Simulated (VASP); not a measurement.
# N2 in VASP: a series of runs

N2 is run at these levels: PBE; tasks: single point, relaxation of the atoms.

Everything below comes from runs of VASP 6.6.1. Logs are shortened: lines on timing, memory, paths and dates and some standing lists are left out, and cuts for length are marked.

### Step 1. The cell of the first run

The cell holds a molecule in a box, 2 atoms: a = 12.000 Å, b = 12.300 Å, c = 12.600 Å, α = 90.00°, β = 90.00°, γ = 90.00°.

### Step 2. Single point, PBE

Input file INCAR:

```
SYSTEM = N
PREC = Accurate ; ENCUT = 520
EDIFF = 1E-6 ; ISMEAR = -1
SIGMA = 0.01 ; LREAL = .FALSE.
LASPH = .TRUE. ; NELM = 80
ALGO = Normal ; ISIF = 2
LWAVE = .FALSE. ; LCHARG = .FALSE.
GGA = PE ; NBANDS = 12
```

Input file KPOINTS:

```
regular mesh
0
G
  1 1 1
  0 0 0
```

Input file POSCAR:

```
N
1.0
   12.0000000000      0.0000000000      0.0000000000
    0.0000000000     12.3000000000      0.0000000000
    0.0000000000      0.0000000000     12.6000000000
N
2
Direct
    0.5000000000      0.5000000000      0.4562642373
    0.5000000000      0.5000000000      0.5437357627
```

Potentials or basis: VASP PAW PBE potentials, release 64 (N).

The run is started by

```sh
$ cat potpaw_PBE.64/N/POTCAR > POTCAR
$ mpirun -np 1 vasp_gam > vasp.out
```

OUTCAR:

```text
SYSTEM = N
   PREC = Accurate
   ENCUT = 520
   EDIFF = 1E-6
   ISMEAR = -1
   LREAL = .FALSE.
   LASPH = .TRUE.
   NELM = 80
   ISIF = 2
   GGA = PE

 ion  position               nearest neighbor table
   1  0.500  0.500  0.456-   2 1.10
   2  0.500  0.500  0.544-   1 1.10

  LATTYP: Found a simple orthorhombic cell.
 ALAT       =    12.0000000000
 B/A-ratio  =     1.0250000000
 C/A-ratio  =     1.0500000000

  Lattice vectors:

 A1 = (  12.0000000000,   0.0000000000,   0.0000000000)
 A2 = (   0.0000000000,  12.3000000000,   0.0000000000)
 A3 = (   0.0000000000,   0.0000000000,  12.6000000000)

Analysis of symmetry for initial positions (statically):
=====================================================================
 Subroutine PRICEL returns:
 Original cell was already a primitive cell.

 Routine SETGRP: Setting up the symmetry group for a
 simple orthorhombic supercell.

 Subroutine GETGRP returns: Found  8 space group operations
 (whereof  8 operations were pure point group operations)
 out of a pool of  8 trial point group operations.

The static configuration has the point symmetry D_2h.

Analysis of symmetry for dynamics (positions and initial velocities):
=====================================================================
 Subroutine PRICEL returns:
 Original cell was already a primitive cell.

 Routine SETGRP: Setting up the symmetry group for a
 simple orthorhombic supercell.

 Subroutine GETGRP returns: Found  8 space group operations
 (whereof  8 operations were pure point group operations)
 out of a pool of  8 trial point group operations.

The dynamic configuration has the point symmetry D_2h.

 Subroutine INISYM returns: Found  8 space group operations
 (whereof  8 operations are pure point group operations),
 and found     1 'primitive' translations

----------------------------------------------------------------------------------------

                                     Primitive cell

  volume of cell :    1859.7600

  direct lattice vectors                    reciprocal lattice vectors
    12.000000000  0.000000000  0.000000000     0.083333333  0.000000000  0.000000000
     0.000000000 12.300000000  0.000000000     0.000000000  0.081300813  0.000000000
     0.000000000  0.000000000 12.600000000     0.000000000  0.000000000  0.079365079

  length of vectors
    12.000000000 12.300000000 12.600000000     0.083333333  0.081300813  0.079365079

  position of ions in fractional coordinates (direct lattice)
     0.500000000  0.500000000  0.456264237
     0.500000000  0.500000000  0.543735763

  ion indices of the primitive-cell ions
   primitive index   ion index
                 1           1
                 2           2

----------------------------------------------------------------------------------------

 KPOINTS: regular mesh

Automatic generation of k-mesh.
 Grid dimensions read from file:
 generate k-points for:    1    1    1

 Generating k-lattice:

  Cartesian coordinates                     Fractional coordinates (reciprocal lattice)
     0.083333333  0.000000000  0.000000000     1.000000000  0.000000000  0.000000000
     0.000000000  0.081300813  0.000000000     0.000000000  1.000000000  0.000000000
     0.000000000  0.000000000  0.079365079     0.000000000  0.000000000  1.000000000

  Length of vectors
     0.083333333  0.081300813  0.079365079

  Shift w.r.t. Gamma in fractional coordinates (k-lattice)
     0.000000000  0.000000000  0.000000000

 Subroutine IBZKPT returns following result:
 ===========================================

 Found      1 irreducible k-points:

 Following reciprocal coordinates:
            Coordinates               Weight
  0.000000  0.000000  0.000000      1.000000
   k-points           NKPTS =      1   k-points in BZ     NKDIM =      1   number of bands    NBANDS=     12
   number of dos      NEDOS =    301   number of ions     NIONS =      2
   total plane-waves  NPLWV = 829440
   dimension x,y,z NGX =    90 NGY =   96 NGZ =   96
   dimension x,y,z NGXF=   180 NGYF=  192 NGZF=  192
   ions per type =               2
   NGX,Y,Z   is equivalent  to a cutoff of  12.47, 12.98, 12.67 a.u.
   NGXF,Y,Z  is equivalent  to a cutoff of  24.94, 25.95, 25.33 a.u.
 SYSTEM =  N
   PREC   = accura    normal or accurate (medium, high low for compatibility)
   ISTART =      0    job   : 0-new  1-cont  2-samecut
   ICHARG =      2    charge: 1-file 2-atom 10-const
   ISPIN  =      1    spin polarized calculation?
   LNONCOLLINEAR =      F non collinear calculations
   LSORBIT =      F    spin-orbit coupling
   LASPH  =      T    aspherical Exc in radial PAW
   ENCUT  =  520.0 eV  38.22 Ry    6.18 a.u.  22.31 22.87 23.43*2*pi/ulx,y,z
   NELM   =     80;   NELMIN=  2; NELMDL= -5     # of ELM steps
   EDIFF  = 0.1E-05   stopping-criterion for ELM
   LREAL  =      F    real-space projection
   EDIFFG = 0.1E-04   stopping-criterion for IOM
   NSW    =      0    number of steps for IOM
   IBRION =     -1    ionic relax: 0-MD 1-quasi-New 2-CG
   NFREE  =      0    steps in history (QN), initial steepest desc. (CG)
   ISIF   =      2    stress and relaxation
   ISYM   =      2    0-nonsym 1-usesym 2-fastsym
   POTIM  = 0.5000    time-step for ionic-motion
   TEBEG  =    0.0;   TEEND  =   0.0 temperature during run
   PSTRESS=    0.0 pullay stress
   NELECT =      10.0000    total number of electrons
   NUPDOWN=      -1.0000    fix difference up-down
   EMIN   =  10.00;   EMAX   =-10.00  energy-range for DOS
   EFERMI =   0.00;   METHOD = LEGACY
   ISMEAR =    -1;   SIGMA  =   0.01  broadening in eV -4-tet -1-fermi 0-gaus
   EFERMI_NEDOS =   21; number of points for ismear=-14 and -15
   IALGO  =     38    algorithm
   IMIX   =      4    mixing-type and parameters
     AMIX     =   0.40;   BMIX     =  1.00
     AMIX_MAG =   1.60;   BMIX_MAG =  1.00
  volume/ion in A,a.u.               =     929.88      6275.14
  Fermi-wavevector in a.u.,A,eV,Ry     =   0.286807  0.541986  1.119189  0.082258
  Thomas-Fermi vector in A             =   1.141954
   LORBIT       =      0    0 simple, 1 ext, 2 COOP (PROOUT), +10 PAW based schemes
   GGA     = PE    functional components
   LHFCALC =     F    Hartree Fock is set to
   AEXX    =    0.0000 exact exchange contribution
   IVDW    =     0    specifies the selected vdW correction
   LEPSILON=     F    determine dielectric tensor
   LRPA    =     F    only Hartree local field effects (RPA)
 non-spin polarized calculation
  energy-cutoff  :      520.00
  volume of cell :     1859.76
 maximum number of plane-waves:     25042
 NGX is ok and might be reduce to    90
   NGX = 45   NGY = 45   NGZ = 47

 number of electron      10.0000003 magnetization

 Free energy of the ion-electron system (eV)
  ---------------------------------------------------
  ext. energy  EPLUGINS =         0.00000000
  ---------------------------------------------------
  free energy    TOTEN  =       -16.64245994 eV

  energy without entropy =      -16.64245994  energy(sigma->0) =      -16.64245994

 E-fermi :  -9.8922     XC(G=0):  -0.3460

 val. band max:      -10.1405090936   @ k =   0.0000   0.0000   0.0000
 cond. band min:      -1.9414050358   @ k =   0.0000   0.0000   0.0000
 fundamental gap:      8.1991040578
 Fermi energy:        -9.8921751225

 k-point     1 :       0.0000    0.0000    0.0000
  band No.  band energies     occupation
      1     -28.2949      2.00000
      2     -13.4068      2.00000
      3     -11.5624      2.00000
      4     -11.5624      2.00000
      5     -10.1405      2.00000
      6      -1.9414      0.00000
      7      -1.9414      0.00000
      8      -0.1602      0.00000
      9       0.7244      0.00000
     10       0.7530      0.00000
     11       0.7620      0.00000
     12       0.8022      0.00000

------------------------ aborting loop because EDIFF is reached ----------------------------------------

  FORCE on cell =-STRESS in cart. coord.  units (eV):
  Direction    XX          YY          ZZ          XY          YZ          ZX
  --------------------------------------------------------------------------------------
  -------------------------------------------------------------------------------------
  Total       -0.0574157     -0.0584336      1.8329901      0.0000000      0.0000000      0.0000000
  in kB       -0.0494634     -0.0503403      1.5791152      0.0000000      0.0000000      0.0000000
  external PRESSURE =       0.4931038 kB  Pullay stress =       0.0000000 kB

 VOLUME and BASIS-vectors are now :
 -----------------------------------------------------------------------------
  energy-cutoff  :      520.00
  volume of cell :     1859.76
      direct lattice vectors                 reciprocal lattice vectors
    12.000000000  0.000000000  0.000000000     0.083333333  0.000000000  0.000000000
     0.000000000 12.300000000  0.000000000     0.000000000  0.081300813  0.000000000
     0.000000000  0.000000000 12.600000000     0.000000000  0.000000000  0.079365079

 POSITION                                       TOTAL-FORCE (eV/Angst)
 -----------------------------------------------------------------------------------
      6.00000      6.15000      5.74893         0.000000      0.000000     -1.740579
      6.00000      6.15000      6.85107         0.000000      0.000000      1.740579
 -----------------------------------------------------------------------------------
    total drift:                                0.000000     -0.000000      0.000000

  FREE ENERGIE OF THE ION-ELECTRON SYSTEM (eV)
  ---------------------------------------------------
  free  energy   TOTEN  =       -16.6424599426 eV

  energy  without entropy=      -16.6424599426  energy(sigma->0) =      -16.64245994
```

Run time: 2.1 min. Hardware: 1 thread of AMD EPYC 7R13 (Zen 3), shared host; peak memory 1.1 GiB.

What came out:

```yaml
Free_energy: -16.6425 eV
Largest_force: 1.741 eV/Å
Gap_between_the_frontier_levels: 8.20 eV
```

Forces in eV/Å, atoms in the order of the input:
```
N    0.000  0.000 -1.741
N    0.000  0.000  1.741
```

Caveat: the standard files for N, O and F lose accuracy on very short bonds.

### Step 3. Single point, PBE

Input file INCAR:

```
PREC     = Accurate       # precision mode
ENCUT    = 520            # plane-wave cutoff, eV
EDIFF    = 1E-6           # SCF threshold, eV
ISMEAR   = -1             # smearing method
SIGMA    = 0.01           # smearing width, eV
LREAL    = F              # projectors in reciprocal space
LASPH    = T              # aspherical terms in the spheres
NELM     = 80             # most SCF steps
ALGO     = Normal         # electronic algorithm
ISIF     = 2              # what is computed and relaxed
LWAVE    = F              # write WAVECAR
LCHARG   = F              # write CHGCAR
GGA      = PE             # functional
NBANDS   = 12             # bands
```

Input file KPOINTS:

```
regular mesh
0
Gamma
  1 1 1
```

POSCAR is that of step 2.

Potentials or basis: VASP PAW PBE potentials, release 64 (N).

The run is started by

```sh
$ cat potpaw_PBE.64/N/POTCAR > POTCAR
$ mpirun -np 1 vasp_gam > vasp.out
```

Run time: 2 min. Hardware: 1 thread of AMD EPYC 7R13 (Zen 3), shared host; peak memory 1.1 GiB.

Results (log left out):

```
Free energy                     : -16.6425 eV
Largest force                   : 1.741 eV/Å
Gap between the frontier levels : 8.20 eV
```

Forces on the atoms (eV/Å):
```
N    0.000  0.000 -1.741
N    0.000  0.000  1.741
```

Levels at points of the mesh, in eV from the valence-band top:
```
           k point  band 1  band 2  band 3  band 4  band 5  band 6  band 7  band 8  band 9  band 10
(0.00, 0.00, 0.00)  -18.15   -3.27   -1.42   -1.42    0.00    8.20    8.20    9.98   10.86    10.89
```

Caveat: the standard files for N, O and F lose accuracy on very short bonds.

### Step 4. Relaxation of the atoms, PBE

Input file INCAR:

```
SYSTEM = N
PREC = Accurate
ENCUT = 520
EDIFF = 1E-6
ISMEAR = -1
SIGMA = 0.01
LREAL = .FALSE.
LASPH = .TRUE.
NELM = 80
ALGO = Normal
ISIF = 2
LWAVE = .FALSE.
LCHARG = .FALSE.
GGA = PE
IBRION = 2
NSW = 80
EDIFFG = -0.01
```

Input file KPOINTS:

```
regular mesh
0
G
  1 1 1
  0 0 0
```

Input file POSCAR:

```
N
1.0
   12.0000000000      0.0000000000      0.0000000000
    0.0000000000     12.3000000000      0.0000000000
    0.0000000000      0.0000000000     12.6000000000
N
2
Direct
    0.5000000000      0.5000000000      0.4563492063
    0.5000000000      0.5000000000      0.5436507937
```

The run is started by

```sh
$ cat potpaw_PBE.64/N/POTCAR > POTCAR
$ mpirun -np 1 vasp_gam > vasp.out
```

Run time: 5 min. Hardware: 1 thread of AMD EPYC 7R13 (Zen 3), shared host; peak memory 1.5 GiB.

Results (log left out):

| Item | Value |
| --- | --- |
| Free energy | -16.6519 eV |
| Energy gained by relaxing | 6.8 meV/atom |
| Ionic steps | 4 |
| Largest force after relaxing | 0.009 eV/Å |
| Gap between the frontier levels | 8.06 eV |

Forces on the atoms (eV/Å):
```
N    0.000  0.000  0.009
N    0.000  0.000 -0.009
```

The path:
```csv
step,energy change (eV),largest force (eV/Å),pressure (GPa)
1,0.0000,2.0954,0.06
2,1.6819,14.0373,-0.53
3,-0.0134,0.1991,-0.01
4,-0.0136,0.0093,-0.01
```

Final structure:
```
CELL_PARAMETERS angstrom
12.00000 0.00000 0.00000
0.00000 12.30000 0.00000
0.00000 0.00000 12.60000
ATOMIC_POSITIONS crystal
N 0.50000 0.50000 0.45582
N 0.50000 0.50000 0.54418
```

Levels at points of the mesh, in eV from the valence-band top:
```
           k point  band 3  band 4  band 5  band 6  band 7  band 8
(0.00, 0.00, 0.00)   -1.34   -1.34    0.00    8.06    8.06    9.97
```

Caveat: the standard files for N, O and F lose accuracy on very short bonds.

### Step 5. Single point, PBE

Input file INCAR:

```
SYSTEM = N
PREC = Accurate ; ENCUT = 910
EDIFF = 1E-6 ; ISMEAR = -1
SIGMA = 0.01 ; LREAL = .FALSE.
LASPH = .TRUE. ; NELM = 120
ALGO = Normal ; ISIF = 2
LWAVE = .FALSE. ; LCHARG = .FALSE.
GGA = PE ; NBANDS = 12
GGA_COMPAT = .FALSE. ; NELMDL = -8
```

KPOINTS is that of step 4.

Input file POSCAR:

```
N
1.0
   12.0000000000      0.0000000000      0.0000000000
    0.0000000000     12.3000000000      0.0000000000
    0.0000000000      0.0000000000     12.6000000000
N
2
Direct
    0.5000000000      0.5000000000      0.4562642373
    0.5000000000      0.5000000000      0.5437357627
```

Potentials or basis: VASP PAW PBE potentials, release 64 (N_h).

The run is started by

```sh
$ cat potpaw_PBE.64/N_h/POTCAR > POTCAR
$ mpirun -np 1 vasp_gam > vasp.out
```

Wall time 5.2 min (1 thread of Intel Xeon Platinum 8488C (Sapphire Rapids), shared host); peak memory 2.4 GiB.

It converged, with:

| Property | Result |
| --- | --- |
| Free energy | -16.8209 eV |
| Largest force | 0.072 eV/Å |
| Gap between the frontier levels | 8.25 eV |

Forces on the atoms (eV/Å):
```
N    0.000  0.000 -0.072
N    0.000  0.000  0.072
```

Levels at points of the mesh, in eV from the valence-band top:
```
           k point  band 3  band 4  band 5  band 6  band 7  band 8
(0.00, 0.00, 0.00)   -1.35   -1.35    0.00    8.25    8.25   10.01
```

Caveat: the cutoff is under 1.25 times the usual one of these potentials, so pressure, stress and relaxed cells hold a basis-set (Pulay) error.

### Step 6. The runs side by side

```csv
task,potentials or basis,cell,cutoff (eV),second run,gap on the mesh (eV),largest force (eV/Å)
single point,"VASP PAW PBE potentials, release 64 (N)",as given,520,-,8.20,1.74
relaxation of the atoms,"VASP PAW PBE potentials, release 64 (N)",atoms relaxed,520,-,8.06,0.01
single point,"VASP PAW PBE potentials, release 64 (N_h)",as given,910,hard_potentials,8.25,0.07
```

Alike in all rows: level PBE; no spin polarisation; k mesh 1 × 1 × 1; smearing fermi-dirac 0.01 eV.

Caveats: the standard files for N, O and F lose accuracy on very short bonds (some runs); the cutoff is under 1.25 times the usual one of these potentials, so pressure, stress and relaxed cells hold a basis-set (Pulay) error (some runs).

Total energies depend on the potentials used, so only differences within one code and one set of settings carry meaning.
